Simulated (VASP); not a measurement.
Input of a VASP 6.6.1 run:

The input POSCAR:

```
SrCl2
1.0
    2.4567214836      1.4183888098      4.0153159317
   -2.4567214836      1.4183888098      4.0153159317
    0.0000000000     -2.8367776197      4.0153159316
Sr Cl
1 2
Direct
    0.0000000000      0.0000000000      0.0000000000
    0.2499511381      0.2499511381      0.2499511381
    0.7500488619      0.7500488619      0.7500488619
```

File INCAR.step1:

```
ALGO = Normal ; EDIFF = 1E-5
ENCUT = 550 ; GGA = PE
GGA_COMPAT = F ; ISMEAR = 1
LASPH = T ; LCHARG = F
LREAL = F ; LWAVE = T
NBANDS = 19 ; NELM = 120
PREC = Accurate ; SIGMA = 0.05
```

File INCAR.step2:

```
ALGO = Normal ; EDIFF = 1E-6
ENCUT = 550 ; GGA_COMPAT = F
ISIF = 2 ; ISMEAR = 1
ISTART = 1 ; LASPH = T
LCHARG = F ; LMIXTAU = T
LREAL = F ; LWAVE = F
METAGGA = R2SCAN ; NBANDS = 19
NELM = 120 ; PREC = Accurate
SIGMA = 0.05
```

KPOINTS

```
k-points
0
Gamma
  4 4 4
```

Potentials or basis: VASP PAW PBE potentials, release 64 (Sr_sv, Cl).

Run with:

```bash
$ cat potpaw_PBE.64/Sr_sv/POTCAR potpaw_PBE.64/Cl/POTCAR > POTCAR
$ cp INCAR.step1 INCAR
$ mpirun -np 1 vasp_std > vasp.out
$ cp INCAR.step2 INCAR
$ mpirun -np 1 vasp_std > vasp.out
```

Question: What does it give for the band gap on the k mesh?

Answer: 5.98 eV.

Question: Predict the pressure.

Answer: 0.8 GPa.

Caveat: the PAW data sets were made with another functional, which shifts forces and pressure a little. A k mesh can miss the band edges.
